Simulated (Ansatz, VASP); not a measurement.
# MoS2 in VASP and in Ansatz

```
Mo S
1.0
     5.49493    0.00000    0.00000
     0.00000    5.49493    0.00000
     0.00000    0.00000    3.62665
Mo S
2 4
Direct
  0.00000 0.00000 0.00000
  0.50000 0.50000 0.50000
  0.30500 0.30500 0.00000
  0.69500 0.69500 0.00000
  0.80500 0.19500 0.50000
  0.19500 0.80500 0.50000
```

Alike in both runs: task relaxation of cell and atoms; functional PBE; k mesh 6 × 6 × 10; occupations fermi-dirac, width 0.03 eV; no spin polarisation.

|  | VASP | Ansatz |
| --- | --- | --- |
| version | VASP 6.6.1 | Ansatz 0.2.0 |
| potentials or method | VASP PAW PBE potentials, release 64 (Mo_sv, S) | PAW with Ansatz's default frozen-core files, scalar-relativistic |
| plane-wave cutoff (eV) | 600 | 420 |
| valence electrons in the cell | 52 | 52 |

|  | VASP | Ansatz | Ansatz less VASP |
| --- | --- | --- | --- |
| relaxed volume (Å³/atom) | 18.59 | 18.59 | +0.003 |
| relaxed length of the cell vector where the two differ most in proportion (Å) | 3.232 | 3.232 | +0.0006 |
